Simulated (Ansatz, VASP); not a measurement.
**CsZn2 in VASP and in Ansatz**

Contents of INCAR:

```
PREC = Accurate
ENCUT = 600
EDIFF = 1E-7
ISMEAR = 0
SIGMA = 0.1
LREAL = F
LASPH = T
NELM = 100
ALGO = Normal
ISIF = 3
LWAVE = F
LCHARG = F
GGA = PE
IBRION = 2
NSW = 90
EDIFFG = -0.04
```

File KPOINTS:

```
Automatic mesh
0
Gamma
  6 6 6
```

The input POSCAR:

```
CsZn2
1.0
    5.1322875741      0.0000000000      0.0000000000
   -2.5661437870      4.4446914188      0.0000000000
    0.0000000000      0.0000000000      3.2625467131
Cs Zn
1 2
Direct
    0.0000000000      0.0000000000      0.0000000000
    0.3333333333      0.6666666667      0.5000000000
    0.6666666667      0.3333333333      0.5000000000
```

Input for Ansatz:

```yaml
crystal:
  lattice:
    - [5.1322875741, 0.0, 0.0]
    - [-2.566143787, 4.4446914188, 0.0]
    - [0.0, 0.0, 3.2625467131]
  atoms:
    - { symbol: Cs, position: [0.0, 0.0, 0.0] }
    - { symbol: Zn, position: [0.3333333333, 0.6666666667, 0.5] }
    - { symbol: Zn, position: [0.6666666667, 0.3333333333, 0.5] }
basis:
  ecutwfc: 420
kpoints:
  mp_grid: { grid: [6, 6, 6] }
hamiltonian:
  xc: pbe
scf:
  occupations: { method: gaussian, width: 0.1 }
  lower_state_search: "off"
output:
  forces: true
  stress: true
  eigenvalues: true
relax:
  adjacent_minimum: "off"
  f_tol: 0.04
  max_steps: 70
  cell: { stress_tol: 0.4 }
```

Alike in both runs: task relaxation of cell and atoms; functional PBE; k mesh 6 × 6 × 6; occupations gaussian, width 0.1 eV; no spin polarisation.

|  | VASP | Ansatz |
| --- | --- | --- |
| version | VASP 6.6.1 | Ansatz 0.2.0 |
| potentials or method | VASP PAW PBE potentials, release 64 (Cs_sv, Zn), cutoff 600 eV | scalar-relativistic, plane waves, PAW |
| valence electrons in the cell | 33 | 33 |

Ansatz gave:

```
gap on the k mesh at the Fermi level, each at its own relaxed structure (eV) : none
relaxed volume (Å³/atom)                                                     : 34.42
relaxed cell length with the largest relative difference (Å)                 : 5.829
```

Question: Which values does VASP return?

Answer: gap on the k mesh at the Fermi level, each at its own relaxed structure (eV): none; relaxed volume (Å³/atom): 35.00; relaxed cell length with the largest relative difference (Å): 5.152.

A gap of «none» marks a metal or a gap that the smearing closes. One of these differences is far larger than is usual between the two programs; its cause wasn't traced.

Neither program's run includes spin-orbit coupling. Noted on VASP's run: the volume moved by over 15 % at a fixed basis, so the end points are rough.
